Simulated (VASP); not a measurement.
# ZrO2: single point with HSE06

Crystal: ZrO2.

```
Zr O
1.0
     0.00000    2.54471    2.54471
     2.54471    0.00000    2.54471
     2.54471    2.54471    0.00000
Zr O
1 2
Direct
  0.00000 0.00000 0.00000
  0.25000 0.25000 0.25000
  0.75000 0.75000 0.75000
```

```yaml
Program: VASP 6.6.1
Task: single point
Functional: HSE06
Potentials_or_basis: VASP PAW PBE potentials, release 64 (Zr_sv, O)
Cutoff: 520 eV
k_mesh: 6 × 6 × 6
Occupations: gaussian, width 0.01 eV
Spin: no spin polarisation
```

```
Pressure               : -2.5 GPa
Band gap on the k mesh : 4.97 eV (least direct gap 5.37 eV)
```

Levels at points of the mesh, in eV from the valence-band top:
```
           k point  band 9  band 10  band 11  band 12  band 13  band 14  band 15  band 16
(0.00, 0.00, 0.00)   -5.66    -0.59    -0.59    -0.59     4.97     4.97     8.11    11.32
(0.50, 0.00, 0.00)   -2.75    -2.72    -1.81    -1.81     5.65     5.65     7.78    10.34
(0.50, 0.50, 0.00)   -3.46    -1.61    -1.61     0.00     5.37     6.52     7.50     9.01
```

Run time: 34 min on 1 thread of Intel(R) Xeon(R) 6975P-C (Granite Rapids), with other jobs on the host, peak memory 0.28 GiB.

Caveat: the PAW data sets were made with another functional, which shifts forces and pressure a little. A k mesh can miss the band edges.
